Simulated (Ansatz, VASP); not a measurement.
# Two plane-wave programs on SiC

```xyz
4
Lattice="1.5260 0.8810 5.2675 -1.5260 0.8810 5.2675 0.0000 -1.7621 5.2675" Properties=species:S:1:pos:R:3 pbc="T T T"
C     0.0000    0.0000    7.0983
C     0.0000    0.0000    8.7041
Si    0.0000    0.0000   14.6247
Si    0.0000    0.0000    1.1777
```

Alike in both runs: task single point; functional r2SCAN; k mesh 8 × 8 × 8; no spin polarisation.

```csv
,VASP,Ansatz
version,VASP 6.6.1,Ansatz 0.2.0
potentials or method,"VASP PAW PBE potentials, release 64 (C, Si)","plane waves, PAW"
plane-wave cutoff (eV),520,500
occupations,"gaussian, width 0.01 eV",fixed
valence electrons in the cell,16,16
```

|  | VASP | Ansatz | Ansatz less VASP |
| --- | --- | --- | --- |
| gap on the k mesh at the Fermi level (eV) | 0.65 | 0.64 | -0.011 |
| pressure (GPa) | 6.6 | 6.7 | +0.19 |
| rms of the force components (eV/Å) | 0.064 | 0.058 | -0.0061 |

VASP's potentials were made for PBE, not for r2SCAN.
